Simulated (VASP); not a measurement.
Runs of VASP 6.6.1 on LaScCl6. The structure is that of space group Fm-3m (No. 225), or close to it. The cells are those of the table. 

```csv
task,level,potentials or basis,cell,cutoff (eV),smearing,k mesh for the DOS,occupations for the DOS,gap on the mesh (eV),pressure (GPa),largest force (eV/Å)
relaxation of cell and atoms,PBE,"VASP PAW PBE potentials, release 64 (La, Sc_sv, Cl)","relaxed from a = 7.134 Å, angles 60.0°, 8 atoms",600,gaussian 0.1 eV,-,-,3.34,0.0,0.01
single point,LDA,"VASP PAW LDA potentials, release 64 (La, Sc_sv, Cl)","a = 7.476 Å, angles 60.0°, 8 atoms",520,gaussian 0.02 eV,-,-,(b),-2.6,0.06
single point,PBE,"VASP PAW PBE potentials, release 64 (La, Sc_sv, Cl)","a = 7.134 Å, angles 60.0°, 8 atoms",520,gaussian 0.1 eV,-,-,3.04,(c),4.00
single point,PBE,"VASP PAW PBE potentials, release 64 (La, Sc_sv, Cl)","a = 7.476 Å, angles 60.0°, 8 atoms",520,gaussian 0.1 eV,-,-,(a),0.0,0.03
```

Alike in all rows: no spin polarisation; k mesh 4 × 4 × 4.

Fill in the values left out.

(a) 3.35; (b) 3.18; (c) 9.4.

Caveats: spin-orbit coupling is left out, which moves the levels of the heavy elements; forces of over 1 eV/Å act on the atoms, so gaps and moduli don't describe the material at rest (some runs).

A k mesh can miss the band edges, and the runs leave out spin-orbit coupling on La.
